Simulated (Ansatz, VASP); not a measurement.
**One calculation of MnO, two programs**

File INCAR:

```
PREC = Accurate
ENCUT = 520
EDIFF = 1E-6
ISMEAR = -1
SIGMA = 0.05
LREAL = F
LASPH = T
NELM = 150
ALGO = Normal
ISIF = 2
LWAVE = F
LCHARG = T
ISPIN = 2
MAGMOM = 4 0
LORBIT = 11
LMAXMIX = 4
GGA = PS
LELF = T
LVHAR = T
NBANDS = 20
```

KPOINTS

```
regular mesh
0
Gamma
  9 9 9
```

POSCAR

```
MnO
1.0
    2.9311359788     -1.6937760844      0.0000000000
    2.9311359788      1.6937760844      0.0000000000
   -1.9578061576      0.0000000000      2.7723274387
Mn O
1 1
Direct
    0.5001990000      0.5001990000      0.5006650000
    0.7498025000      0.7498025000      0.2493360000
```

Contents of input.yaml:

```yaml
crystal:
  lattice:
    - [2.9311359788, -1.6937760844, 0.0]
    - [2.9311359788, 1.6937760844, 0.0]
    - [-1.9578061576, 0.0, 2.7723274387]
  atoms:
    - { symbol: Mn, position: [0.500199, 0.500199, 0.500665], spin: 4.0 }
    - { symbol: O, position: [0.7498025, 0.7498025, 0.249336] }
hamiltonian:
  xc: pbesol
  pseudopotentials: { kind: paw }
magnetization:
  spin_polarized: true
kpoints:
  mp_grid: { grid: [9, 9, 9] }
scf:
  occupations: { method: fermi_dirac, width: 0.05 }
output:
  forces: true
  stress: true
  eigenvalues: true
  write_density: true
  write_potential: true
  elf: true
  volumetric_format: npy
```

Alike in both runs: task single point; functional PBEsol; k mesh 9 × 9 × 9; occupations fermi-dirac, width 0.05 eV; collinear spin.

|  | VASP | Ansatz |
| --- | --- | --- |
| version | VASP 6.6.1 | Ansatz 0.2.0 |
| potentials or method | VASP PAW PBE potentials, release 64 (Mn_pv, O) | Ansatz PAW |
| plane-wave cutoff (eV) | 520 | 420 |
| valence electrons in the cell | 19 | 21 |

|  | VASP | Ansatz | Ansatz less VASP |
| --- | --- | --- | --- |
| gap on the k mesh at the Fermi level (eV) | none | none | - |
| pressure (GPa) | -4.0 | -4.4 | -0.38 |
| traceless stress, the component that is largest in VASP (GPa) | -0.13 | -0.13 | 0.000 |
| net moment per atom (μB) | 2.49 | 2.49 | 0.000 |
| size of the moment on the site where the two differ most (μB) | 4.41 | 3.96 | -0.452 |

VASP's potentials were made for PBE, not for PBEsol. Site moments also hang on the region over which each program counts them. A gap of «none» marks a metal or a gap that the smearing closes. VASP's potentials hold 19 valence electrons a cell and Ansatz's 21, so a difference there can come from the potentials and not from the codes.
